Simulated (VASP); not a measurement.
# F: single point with PBE

F:

```xyz
1
Lattice="0.0000 1.7317 1.7317 1.7317 0.0000 1.7317 1.7317 1.7317 0.0000" Properties=species:S:1:pos:R:3 pbc="T T T"
F     0.0000    0.0000    0.0000
```

This cell differs from its parent crystal: volume scaled by 1.017, to set the pressure.

* Program: VASP 6.6.1
* Task: single point
* Functional: PBE
* Potentials or basis: VASP PAW PBE potentials, release 64 (F)
* Cutoff: 600 eV
* k mesh: 18 × 18 × 18
* Occupations: fermi-dirac, width 0.08 eV
* Spin: no spin polarisation
* Dipole correction: no
* Further INCAR settings: ALGO = Normal; EDIFF = 1e-06; NBANDS = 10

| Property | Result |
| --- | --- |
| Pressure | -1.3 GPa |

Levels at points of the mesh, in eV from the Fermi level:
| k point | band 1 | band 2 | band 3 | band 4 | band 5 | band 6 | band 7 | band 8 |
| --- | --- | --- | --- | --- | --- | --- | --- | --- |
| (0.00, 0.00, 0.00) | -21.50 | 0.51 | 0.51 | 0.51 | 13.56 | 34.88 | 34.88 | 34.88 |
| (0.50, 0.00, 0.00) | -20.01 | -3.72 | 0.12 | 0.12 | 20.42 | 21.61 | 32.81 | 32.81 |
| (0.50, 0.50, 0.00) | -19.55 | -3.20 | -0.73 | -0.73 | 18.98 | 24.22 | 25.03 | 35.58 |

Run time: 24 s on 1 thread of Intel Xeon 8259CL (shared host), peak memory 0.13 GiB.

Caveat: the cell differs from its parent crystal (volume scaled by 1.017, to set the pressure); an odd number of electrons without spin polarisation forces a metal; a magnetic or distorted state may lie lower.
